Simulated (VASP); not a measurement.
Wanted: the native input for a VASP 6.6.1 run.

```
Task                   : relaxation of cell and atoms
Functional             : PBE
Potentials or basis    : VASP PAW PBE potentials, release 64 (B)
Cutoff                 : 600 eV
k mesh                 : 26 × 26 × 26
Occupations            : gaussian, width 0.1 eV
Spin                   : no spin polarisation
Dipole correction      : no
Further INCAR settings : ALGO = Fast; EDIFF = 1e-07; IBRION = 2; EDIFFG = -0.01; NSW = 100; ISIF = 3
```

The structure of B lies in POSCAR:

```
B
1.0
    0.0000000000      1.6034938819      2.6697746115
    1.5801505302      0.0000000000      2.6697746115
    1.5801505302      1.6034938819      0.0000000000
B
2
Direct
    0.5000000000      0.5000000000      0.5000000000
    0.7500000000      0.7500000000      0.7500000000
```

The cell was generated, and may not be a known phase.

One way to write it, as run:

INCAR

```
SYSTEM = B
  ALGO = Fast
  EDIFF = 1E-7
  EDIFFG = -0.01
  ENCUT = 600
  GGA = PE
  IBRION = 2
  ISIF = 3
  ISMEAR = 0
  LASPH = .True.
  LCHARG = .False.
  LREAL = .False.
  LWAVE = .False.
  NELM = 100
  NSW = 100
  PREC = Accurate
  SIGMA = 0.1
```

KPOINTS

```
k-points
0
Gamma
  26 26 26
  0 0 0
```

Potentials or basis: VASP PAW PBE potentials, release 64 (B).

Command:

```console
$ cat potpaw_PBE.64/B/POTCAR > POTCAR
$ mpirun -np 1 vasp_std > vasp.out
```

It gave:

| Quantity | Value |
| --- | --- |
| Relaxed volume | 6.75 Å³/atom |
| Relaxed cell | a = 3.110 Å, b = 3.110 Å, c = 2.248 Å, α = 68.81°, β = 68.81°, γ = 42.37° |
| Space group after relaxing (to 0.1 Å) | I4_1/amd (No. 141) |
| Energy gained by relaxing | 0.9 meV/atom |
| Ionic steps | 5 |
| Pressure after relaxing | 0.0 GPa |
| Band gap on the k mesh | zero (bands 3 and 4 overlap by 10.48 eV) |

It took 17 min on 1 thread of AMD EPYC 9755 128-Core Processor, on a shared host, peak memory 0.34 GiB.
